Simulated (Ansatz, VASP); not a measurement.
# KBr in VASP and in Ansatz

```
CELL_PARAMETERS angstrom
3.99259 0.08503 0.07408
0.08503 4.14855 -0.01702
0.07408 -0.01702 4.20051
ATOMIC_POSITIONS crystal
K 0.97499 0.97302 0.00474
Br 0.52501 0.52698 0.49526
```

Change from the starting cell: all atoms moved at random, cell strained at random.

Alike in both runs: task single point; functional PBE; k mesh 6 × 6 × 6; occupations gaussian, width 0.02 eV; no spin polarisation.

|  | VASP | Ansatz |
| --- | --- | --- |
| version | VASP 6.6.1 | Ansatz 0.2.0 |
| potentials or method | VASP PAW PBE potentials, release 64 (K_sv, Br), cutoff 520 eV | scalar-relativistic, plane waves, PAW |
| valence electrons in the cell | 16 | 16 |

VASP gave:

* gap on the k mesh at the Fermi level (eV): 3.61
* least direct gap on the mesh (eV): 3.80
* pressure (GPa): -0.4
* traceless stress, the component that is largest in VASP (GPa): 0.96
* rms of the force components (eV/Å): 0.064

**Question.** Which values does Ansatz return?

**Answer.** gap on the k mesh at the Fermi level (eV): 3.61; least direct gap on the mesh (eV): 3.80; pressure (GPa): -0.4; traceless stress, the component that is largest in VASP (GPa): 0.96; rms of the force components (eV/Å): 0.062.

Atom by atom the forces differ by 0.002 eV/Å (rms over components). With one functional, cell and mesh, what is left measures potentials, basis and numerics.
